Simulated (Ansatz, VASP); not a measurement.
**TaAlCl6 in VASP and in Ansatz**

```
CELL_PARAMETERS angstrom
6.50207 3.75397 2.05477
-6.50207 3.75397 2.05477
0.00000 -7.50794 2.05477
ATOMIC_POSITIONS crystal
Ta 0.50000 0.50000 0.50000
Al 0.00000 0.00000 0.00000
Cl 0.31658 0.31658 0.06814
Cl 0.06814 0.31658 0.31658
Cl 0.31658 0.06814 0.31658
Cl 0.93186 0.68342 0.68342
Cl 0.68342 0.68342 0.93186
Cl 0.68342 0.93186 0.68342
```

Alike in both runs: functional PBE; k mesh 6 × 6 × 6; occupations gaussian, width 0.1 eV; collinear spin.

Ansatz relaxed the structure, and its values are those at the end. VASP's run is a single point on that final structure, the one shown.

```csv
,VASP,Ansatz
version,VASP 6.6.1,Ansatz 0.2.0
potentials or method,"VASP PAW PBE potentials, release 64 (Ta_pv, Al, Cl), cutoff 500 eV","scalar-relativistic, plane waves, PAW"
valence electrons in the cell,56,58
```

Ansatz gave:

| Quantity | Value |
| --- | --- |
| gap on the k mesh at the Fermi level (eV) | none |
| pressure (GPa) | 0.0 |
| rms of the force components (eV/Å) | 0.001 |
| net moment per atom (μB) | 0.25 |
| size of the moment on the site where the two differ most (μB) | 1.07 |

What did VASP give for the same quantities?

gap on the k mesh at the Fermi level (eV): none; pressure (GPa): -0.1; rms of the force components (eV/Å): 0.007; net moment per atom (μB): 0.25; size of the moment on the site where the two differ most (μB): 1.36.

Site moments also hang on the region over which each program counts them. A gap of «none» marks a metal or a gap that the smearing closes. The functional is the same, so the differences come from potentials, cutoffs and numerics. VASP's potentials hold 56 valence electrons a cell and Ansatz's 58, so a difference there can come from the potentials and not from the codes. Ansatz's warnings: xc potential rough in thin density.

Neither program's run includes spin-orbit coupling.
